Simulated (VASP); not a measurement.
# W (Im-3m) in VASP: a series of runs, part 3 of 3

VASP 6.6.1.

## Step 5: Single point, r2SCAN+rVV10

This run uses another cell than the first one, of 15.80 Å³/atom, 0.963 times its volume.

POSCAR reads:

```
W
1.0
   -1.5806220701      1.5806220701      1.5806220701
    1.5806220701     -1.5806220701      1.5806220701
    1.5806220701      1.5806220701     -1.5806220701
W
1
Direct
    0.0000000000      0.0000000000      0.0000000000
```

INCAR.step1 reads:

```
SYSTEM = W
ALGO = Normal
EDIFF = 1E-4
ENCUT = 520
GGA = PE
ISMEAR = 0
LASPH = .TRUE.
LCHARG = .FALSE.
LREAL = .FALSE.
LWAVE = .TRUE.
NBANDS = 13
NELM = 80
PREC = Accurate
SIGMA = 0.1
```

INCAR.step2 reads:

```
SYSTEM = W
ALGO = Normal
BPARAM = 11.95
CPARAM = 0.0093
EDIFF = 1E-6
ENCUT = 520
ISIF = 2
ISMEAR = 0
ISTART = 1
IVDW_NL = 2
LASPH = .TRUE.
LCHARG = .FALSE.
LMIXTAU = .TRUE.
LREAL = .FALSE.
LUSE_VDW = .TRUE.
LWAVE = .FALSE.
METAGGA = R2SCAN
NBANDS = 13
NELM = 80
PREC = Accurate
SIGMA = 0.1
```

KPOINTS reads:

```
k-points
0
G
  18 18 18
  0 0 0
```

Potentials or basis: VASP PAW PBE potentials, release 64 (W_sv).

On the command line:

```console
> cat potpaw_PBE.64/W_sv/POTCAR > POTCAR
> cp INCAR.step1 INCAR
> mpirun -np 1 vasp_std > vasp.out
> cp INCAR.step2 INCAR
> mpirun -np 1 vasp_std > vasp.out
```

OUTCAR:

```text
SYSTEM = W
   BPARAM = 11.95
   EDIFF = 1E-6
   ENCUT = 520
   ISIF = 2
   ISMEAR = 0
   ISTART = 1
   IVDW_NL = 2
   LASPH = .TRUE.
   LREAL = .FALSE.
   METAGGA = R2SCAN
   NELM = 80
   PREC = Accurate

 ion  position               nearest neighbor table
   1  0.000  0.000  0.000-

  LATTYP: Found a body centered cubic cell.
 ALAT       =     3.1612441402

  Lattice vectors:

 A1 = (  -1.5806220701,   1.5806220701,   1.5806220701)
 A2 = (   1.5806220701,  -1.5806220701,   1.5806220701)
 A3 = (   1.5806220701,   1.5806220701,  -1.5806220701)

Analysis of symmetry for initial positions (statically):
=====================================================================
 Subroutine PRICEL returns:
 Original cell was already a primitive cell.

 Routine SETGRP: Setting up the symmetry group for a
 body centered cubic supercell.

 Subroutine GETGRP returns: Found 48 space group operations
 (whereof 48 operations were pure point group operations)
[... 170 lines left out ...]

 k-point     1 :       0.0000    0.0000    0.0000
  band No.  band energies     occupation
      1     -64.7530      2.00000
      2     -27.6079      2.00000
      3     -27.6079      2.00000
      4     -27.6079      2.00000
      5       1.1682      2.00000
      6      10.0494      2.00000
      7      10.0494      2.00000
      8      10.0494      2.00000
      9      13.9090      0.00000
     10      13.9091      0.00000
     11      26.5852      0.00000
     12      26.5852      0.00000
     13      26.5852      0.00000
[... 354 lines left out ...]
  band No.  band energies     occupation
      1     -64.5990      2.00000
      2     -28.9133      2.00000
      3     -28.0947      2.00000
      4     -27.6773      2.00000
      5       5.1959      2.00000
      6       7.7232      2.00000
      7      10.6152      2.00000
      8      13.5960      0.00000
      9      15.0110      0.00000
     10      18.0102      0.00000
     11      22.9023      0.00000
     12      24.5378      0.00000
     13      28.9756      0.00000

 [... further k-points ...]

------------------------ aborting loop because EDIFF is reached ----------------------------------------

  FORCE on cell =-STRESS in cart. coord.  units (eV):
  Direction    XX          YY          ZZ          XY          YZ          ZX
  --------------------------------------------------------------------------------------
  -------------------------------------------------------------------------------------
  Total        0.1838708      0.1838708      0.1838708      0.0000000      0.0000000     -0.0000000
  in kB       18.6500210     18.6500210     18.6500210      0.0000000      0.0000000     -0.0000000
  external PRESSURE =      18.6500210 kB  Pullay stress =       0.0000000 kB

 VOLUME and BASIS-vectors are now :
 -----------------------------------------------------------------------------
  energy-cutoff  :      520.00
  volume of cell :       15.80
      direct lattice vectors                 reciprocal lattice vectors
    -1.580622070  1.580622070  1.580622070     0.000000000  0.316331152  0.316331152
     1.580622070 -1.580622070  1.580622070     0.316331152  0.000000000  0.316331152
     1.580622070  1.580622070 -1.580622070     0.316331152  0.316331152  0.000000000

 POSITION                                       TOTAL-FORCE (eV/Angst)
 -----------------------------------------------------------------------------------
      0.00000      0.00000      0.00000         0.000000     -0.000000      0.000000
 -----------------------------------------------------------------------------------
    total drift:                                0.000000      0.000000      0.000000

  FREE ENERGIE OF THE ION-ELECTRON SYSTEM (eV)
  ---------------------------------------------------
  free  energy   TOTEN  =       -51.1344200300 eV

  energy  without entropy=      -51.1308635950  energy(sigma->0) =      -51.13264181
```

Wall time 55 s (1 thread of Intel Xeon 6975P-C (Granite Rapids), shared host); peak memory 0.21 GiB.

Results:

```yaml
Free_energy: -51.1344 eV
Pressure: 1.9 GPa
Band_gap_on_the_k_mesh: zero (band 7 reaches 16.71 eV, above the bottom of band 8 at 10.05 eV)
```

Caveat: the PAW data sets were made with another functional, which shifts forces and pressure a little; spin-orbit coupling is left out, which moves the levels of the heavy elements.

## Step 6: Relaxation of cell and atoms, r2SCAN+rVV10

This run uses another cell than the first one, of 15.81 Å³/atom, 0.964 times its volume.

POSCAR reads:

```
W
1.0
   -1.5810474221      1.5810474221      1.5810474221
    1.5810474221     -1.5810474221      1.5810474221
    1.5810474221      1.5810474221     -1.5810474221
W
1
Direct
    0.0000000000      0.0000000000      0.0000000000
```

INCAR.step1 reads:

```
SYSTEM = W
  PREC = Accurate
  ENCUT = 600
  ISMEAR = 0
  SIGMA = 0.1
  LREAL = .FALSE.
  LASPH = .TRUE.
  NELM = 100
  GGA = PE
  ALGO = Normal
  EDIFF = 1E-4
  LWAVE = .TRUE.
  LCHARG = .FALSE.
```

INCAR.step2 reads:

```
SYSTEM = W
  PREC = Accurate
  ENCUT = 600
  EDIFF = 1E-6
  ISMEAR = 0
  SIGMA = 0.1
  LREAL = .FALSE.
  LASPH = .TRUE.
  NELM = 100
  ALGO = Normal
  ISIF = 3
  LWAVE = .FALSE.
  LCHARG = .FALSE.
  METAGGA = R2SCAN
  LMIXTAU = .TRUE.
  LUSE_VDW = .TRUE.
  IVDW_NL = 2
  BPARAM = 11.95
  CPARAM = 0.0093
  IBRION = 2
  NSW = 100
  EDIFFG = -0.002
  ISTART = 1
```

KPOINTS reads:

```
regular mesh
0
G
  18 18 18
  0 0 0
```

Potentials or basis: VASP PAW PBE potentials, release 64 (W_sv).

On the command line:

```console
> cat potpaw_PBE.64/W_sv/POTCAR > POTCAR
> cp INCAR.step1 INCAR
> mpirun -np 1 vasp_std > vasp.out
> cp INCAR.step2 INCAR
> mpirun -np 1 vasp_std > vasp.out
```

OUTCAR:

```text
SYSTEM = W
   PREC = Accurate
   ENCUT = 600
   EDIFF = 1E-6
   ISMEAR = 0
   LREAL = .FALSE.
   LASPH = .TRUE.
   NELM = 100
   ISIF = 3
   METAGGA = R2SCAN
   IVDW_NL = 2
   BPARAM = 11.95
   IBRION = 2
   NSW = 100
   EDIFFG = -0.002
   ISTART = 1

 ion  position               nearest neighbor table
   1  0.000  0.000  0.000-

  LATTYP: Found a body centered cubic cell.
 ALAT       =     3.1620948442

  Lattice vectors:

 A1 = (  -1.5810474221,   1.5810474221,   1.5810474221)
 A2 = (   1.5810474221,  -1.5810474221,   1.5810474221)
 A3 = (   1.5810474221,   1.5810474221,  -1.5810474221)

Analysis of symmetry for initial positions (statically):
[... 262 lines left out ...]
 k-point     1 :       0.0000    0.0000    0.0000
  band No.  band energies     occupation
      1     -64.8450      2.00000
      2     -27.7092      2.00000
      3     -27.7092      2.00000
      4     -27.7092      2.00000
      5       1.1169      2.00000
      6       9.9754      2.00000
      7       9.9754      2.00000
      8       9.9754      2.00000
      9      13.8120      0.00000
     10      13.8120      0.00000
     11      26.4883      0.00000
[... 309 lines left out ...]
 k-point    24 :       0.3889    0.1111    0.0000
  band No.  band energies     occupation
      1     -64.6949      2.00000
      2     -28.9901      2.00000
      3     -28.1872      2.00000
      4     -27.7771      2.00000
      5       5.1469      2.00000
      6       7.6663      2.00000
      7      10.5220      2.00000
      8      13.4973      0.00000
      9      14.8999      0.00000
     10      17.8729      0.00000
     11      22.7330      0.00000

 [... further k-points ...]

------------------------ aborting loop because EDIFF is reached ----------------------------------------

  FORCE on cell =-STRESS in cart. coord.  units (eV):
  Direction    XX          YY          ZZ          XY          YZ          ZX
  --------------------------------------------------------------------------------------
  -------------------------------------------------------------------------------------
  Total        0.0004558      0.0004558      0.0004558      0.0000000      0.0000000      0.0000000
  in kB        0.0459650      0.0459650      0.0459650      0.0000000      0.0000000      0.0000000
  external PRESSURE =       0.0459650 kB  Pullay stress =       0.0000000 kB
[... 16 lines left out ...]
  FREE ENERGIE OF THE ION-ELECTRON SYSTEM (eV)
  ---------------------------------------------------
  free  energy   TOTEN  =       -51.1354648632 eV

  energy  without entropy=      -51.1318393912  energy(sigma->0) =      -51.13365213

 reached required accuracy - stopping structural energy minimisation
```

OUTCAR.step1:

```text
SYSTEM = W
   PREC = Accurate
   ENCUT = 600
   ISMEAR = 0
   LREAL = .FALSE.
   LASPH = .TRUE.
[... 553 lines left out ...]
 POSITION                                       TOTAL-FORCE (eV/Angst)
 -----------------------------------------------------------------------------------
      0.00000      0.00000      0.00000        -0.000000     -0.000000     -0.000000
 -----------------------------------------------------------------------------------
    total drift:                                0.000000      0.000000     -0.000000

  FREE ENERGIE OF THE ION-ELECTRON SYSTEM (eV)
  ---------------------------------------------------
  free  energy   TOTEN  =       -12.9436696333 eV

  energy  without entropy=      -12.9402125701  energy(sigma->0) =      -12.94194110
```

OSZICAR.step1:

```text
N       E                     dE             d eps       ncg     rms          rms(c)
DAV:   1     0.823360661477E+02    0.82336E+02   -0.85477E+03  4314   0.159E+03
DAV:   2    -0.118687512834E+02   -0.94205E+02   -0.91211E+02  4641   0.354E+02
DAV:   3    -0.135493693099E+02   -0.16806E+01   -0.16663E+01  4891   0.456E+01
DAV:   4    -0.135581891963E+02   -0.88199E-02   -0.88190E-02  4641   0.367E+00
DAV:   5    -0.135582627406E+02   -0.73544E-04   -0.73544E-04  4869   0.336E-01    0.210E+01
DAV:   6    -0.130731031075E+02    0.48516E+00   -0.56472E-01  4569   0.101E+01    0.845E+00
DAV:   7    -0.129476922582E+02    0.12541E+00   -0.30117E-01  4752   0.691E+00    0.612E-01
DAV:   8    -0.129436707612E+02    0.40215E-02   -0.38251E-03  4407   0.946E-01    0.683E-02
DAV:   9    -0.129436696333E+02    0.11279E-05   -0.89508E-05  3054   0.134E-01
   1 F= -.12943670E+02 E0= -.12941941E+02  d E =-.345706E-02
```

Run time: 2.5 min. Hardware: 1 thread of Intel Xeon 6975P-C (Granite Rapids), shared host; peak memory 0.25 GiB.

What came out:

```
Free energy                            : -51.1355 eV
Relaxed volume                         : 15.89 Å³/atom
Relaxed cell                           : a = 2.743 Å, b = 2.743 Å, c = 2.743 Å, α = 109.47°, β = 109.47°, γ = 109.47°
Space group after relaxing (to 0.05 Å) : Im-3m (No. 229)
Energy gained by relaxing              : 0.4 meV/atom
Ionic steps                            : 3
Pressure after relaxing                : 0.0 GPa
Band gap on the k mesh                 : zero (band 7 reaches 16.58 eV, above the bottom of band 8 at 9.98 eV)
```

The path:
```csv
step,energy change (eV),largest force (eV/Å),pressure (GPa),volume (Å³)
1,0.0000,0.0000,1.63,15.81
2,0.0048,0.0000,-5.63,16.18
3,-0.0004,0.0000,0.00,15.89
```

Final structure:
```
W
1.0
    -1.58367    1.58367    1.58367
     1.58367   -1.58367    1.58367
     1.58367    1.58367   -1.58367
W
1
Direct
  0.00000 0.00000 0.00000
```

Caveat: the PAW data sets were made with another functional, which shifts forces and pressure a little; spin-orbit coupling is left out, which moves the levels of the heavy elements.

## Step 7: The runs side by side

| task | cell | k mesh | cutoff (eV) | gap on the mesh (eV) | pressure (GPa) | relaxed volume (Å³/atom) |
| --- | --- | --- | --- | --- | --- | --- |
| single point | a = 2.773 Å, angles 109.5°, 1 atom | 8 × 8 × 8 | 520 | none | -9.6 | - |
| single point | a = 2.738 Å, angles 109.5°, 1 atom | 8 × 8 × 8 | 520 | none | 2.0 | - |
| relaxation of cell and atoms | relaxed from a = 2.773 Å, angles 109.5°, 1 atom | 8 × 8 × 8 | 600 | none | -0.1 | 15.91 |
| single point | a = 2.738 Å, angles 109.5°, 1 atom | 18 × 18 × 18 | 520 | none | 1.9 | - |
| relaxation of cell and atoms | relaxed from a = 2.738 Å, angles 109.5°, 1 atom | 18 × 18 × 18 | 600 | none | 0.0 | 15.89 |

Alike in all rows: level r2SCAN+rVV10; potentials or basis VASP PAW PBE potentials, release 64 (W_sv); no spin polarisation; smearing gaussian 0.1 eV.

Caveats: the PAW data sets were made with another functional, which shifts forces and pressure a little; spin-orbit coupling is left out, which moves the levels of the heavy elements.

Total energies depend on the potentials used, so only differences within one code and one set of settings carry meaning.
